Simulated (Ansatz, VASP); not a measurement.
**Ta16H in VASP and in Ansatz**

```
Ta H
1.0
     6.62000    0.00000    0.00000
     0.00000    6.62000    0.00000
     0.00000    0.00000    6.62000
Ta H
16 1
Direct
  0.99147 0.99974 0.99414
  0.50937 0.99974 0.99411
  0.00086 0.49975 0.00069
  0.99960 0.99975 0.50147
  0.25040 0.25863 0.25514
  0.49995 0.49974 0.00068
  0.50120 0.99975 0.50148
  0.75039 0.24925 0.24862
  0.00207 0.49974 0.50073
  0.25039 0.74082 0.25515
  0.25039 0.25059 0.74781
  0.49869 0.49974 0.50074
  0.75040 0.75022 0.24861
  0.75042 0.24808 0.74856
  0.25040 0.74889 0.74780
  0.75041 0.75141 0.74855
  0.25050 0.99976 0.12446
```

Alike in both runs: functional PBE; k mesh 3 × 3 × 3; occupations gaussian, width 0.1 eV; no spin polarisation.

Ansatz relaxed the structure, and its values are those at the end. VASP's run is a single point on that final structure, the one shown.

```csv
,VASP,Ansatz
version,VASP 6.6.1,Ansatz 0.2.0
potentials or method,"VASP PAW PBE potentials, release 64 (Ta_pv, H), cutoff 520 eV","scalar-relativistic, plane waves, PAW"
valence electrons in the cell,177,209
```

```csv
,VASP,Ansatz,Ansatz less VASP
rms of the force components (eV/Å),0.008,0.008,+0.0002
```

VASP's potentials hold 177 valence electrons a cell and Ansatz's 209, so a difference there can come from the potentials and not from the codes.

Spin-orbit coupling is off throughout.
